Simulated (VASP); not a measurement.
Cu:

```xyz
2
Lattice="1.2185 -3.9764 0.0000 1.2185 3.9764 0.0000 0.0000 0.0000 2.4755" Properties=species:S:1:pos:R:3 pbc="T T T"
Cu    1.2185   -2.9118    1.8566
Cu    1.2185    2.9118    0.6189
```

| Quantity | Value |
| --- | --- |
| Program | VASP 6.6.1 |
| Task | relaxation of cell and atoms |
| Functional | PBE |
| Potentials or basis | VASP PAW PBE potentials, release 64 (Cu) |
| Cutoff | 600 eV |
| k mesh | 11 × 11 × 11 |
| Occupations | fermi-dirac, width 0.05 eV |
| Spin | no spin polarisation |

At the start: pressure 7.1 GPa; volume 11.99 Å³/atom.

Question: Where does the relaxation end?

Answer: Over 8 steps the energy falls by 13.3 meV/atom and the volume is 12.62 Å³/atom (+5.2 %); space group Cmcm (No. 63, to 0.1 Å) before and after.

Step by step:
| step | energy change (eV) | largest force (eV/Å) | pressure (GPa) | volume (Å³) |
| --- | --- | --- | --- | --- |
| 1 | 0.0000 | 0.0531 | 7.12 | 23.99 |
| 2 | -0.0197 | 0.0702 | -3.11 | 25.89 |
| 3 | -0.0263 | 0.0339 | -0.02 | 25.22 |
| 4 | -0.0262 | 0.0321 | 0.19 | 25.20 |
| 5 | -0.0265 | 0.0183 | 0.13 | 25.21 |
| 6 | -0.0266 | 0.0002 | 0.13 | 25.22 |
| 7 | -0.0266 | 0.0009 | -0.24 | 25.26 |
| 8 | -0.0266 | 0.0013 | -0.05 | 25.25 |

Final structure:
```yaml
crystal:
  lattice:
    - [1.24216, -4.02529, 0.00000]
    - [1.24216, 4.02529, 0.00000]
    - [0.00000, 0.00000, 2.52453]
  atoms:
    - { symbol: Cu, position: [0.86591, 0.13409, 0.75000] }
    - { symbol: Cu, position: [0.13409, 0.86591, 0.25000] }
```
